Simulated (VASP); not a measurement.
# ZnS: relaxation of cell and atoms with PBE

ZnS:

```xyz
2
Lattice="0.0000 2.6937 2.6937 2.6937 0.0000 2.6937 2.6937 2.6937 0.0000" Properties=species:S:1:pos:R:3 pbc="T T T"
Zn    0.0000    0.0000    0.0000
S     4.0405    4.0405    4.0405
```

```yaml
Program: VASP 6.6.1
Task: relaxation of cell and atoms
Functional: PBE
Potentials_or_basis: VASP PAW PBE potentials, release 64 (Zn, S)
Cutoff: 600 eV
k_mesh: 8 × 8 × 8
Occupations: gaussian, width 0.02 eV
Spin: no spin polarisation
Dipole_correction: no
Further_INCAR_settings: ALGO = Normal; EDIFF = 1e-07; IBRION = 2; EDIFFG = -0.002; NSW = 100; ISIF = 3
```

```yaml
Relaxed_volume: 20.20 Å³/atom
Relaxed_cell: a = 3.852 Å, b = 3.852 Å, c = 3.852 Å, α = 60.00°, β = 60.00°, γ = 60.00°
Space_group_after_relaxing_to_0.1_Å: F-43m (No. 216)
Energy_gained_by_relaxing: 4.9 meV/atom
Ionic_steps: 3
Pressure_after_relaxing: 0.0 GPa
Band_gap_on_the_k_mesh: 2.01 eV
```

Step by step:
```tsv
step	energy change (eV)	largest force (eV/Å)	pressure (GPa)	volume (Å³)
1	0.0000	0.0000	2.49	39.09
2	-0.0089	0.0000	-0.70	40.83
3	-0.0099	0.0000	0.01	40.40
```

Final structure:
```
Zn S
1.0
     0.00000    2.72354    2.72354
     2.72354    0.00000    2.72354
     2.72354    2.72354    0.00000
Zn S
1 1
Direct
  0.00000 0.00000 0.00000
  0.75000 0.75000 0.75000
```

Levels at points of the mesh, in eV from the valence-band top:
| k point | band 7 | band 8 | band 9 | band 10 | band 11 | band 12 |
| --- | --- | --- | --- | --- | --- | --- |
| (0.00, 0.00, 0.00) | 0.00 | 0.00 | 0.00 | 2.01 | 6.41 | 6.41 |
| (0.50, 0.00, 0.00) | -5.14 | -0.83 | -0.83 | 3.26 | 6.94 | 6.94 |
| (0.50, 0.50, 0.00) | -4.47 | -2.13 | -2.13 | 3.46 | 4.07 | 10.81 |

Run time: 84 s on 1 thread of Intel Xeon 8259CL, on a shared host, peak memory 0.18 GiB.
